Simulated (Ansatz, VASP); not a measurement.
**Two plane-wave programs on SiNi3**

```
CELL_PARAMETERS angstrom
3.50626 0.00000 0.00000
0.00000 3.50626 0.00000
0.00000 0.00000 3.50626
ATOMIC_POSITIONS crystal
Si 0.00000 0.00000 0.00000
Ni 0.00000 0.41444 0.41444
Ni 0.50000 0.00000 0.50000
Ni 0.50000 0.50000 0.00000
```

Alike in both runs: task single point; functional PBE; k mesh 14 × 14 × 14; occupations gaussian, width 0.15 eV; no spin polarisation.

```csv
,VASP,Ansatz
version,VASP 6.6.1,Ansatz 0.2.0
potentials or method,"VASP PAW PBE potentials, release 64 (Si, Ni), cutoff 520 eV","scalar-relativistic, plane waves, PAW"
valence electrons in the cell,34,58
```

|  | VASP | Ansatz | Ansatz less VASP |
| --- | --- | --- | --- |
| gap on the k mesh at the Fermi level (eV) | none | none | - |
| pressure (GPa) | 12.0 | 11.9 | -0.12 |
| traceless stress, the component that is largest in VASP (GPa) | 5.70 | 5.53 | -0.161 |
| rms of the force components (eV/Å) | 1.705 | 1.700 | -0.0053 |

Atom by atom the forces differ by 0.014 eV/Å (rms over components). A gap of «none» marks a metal or a gap that the smearing closes. With one functional, cell and mesh, what is left measures potentials, basis and numerics. VASP's potentials hold 34 valence electrons a cell and Ansatz's 58, so a difference there can come from the potentials and not from the codes.
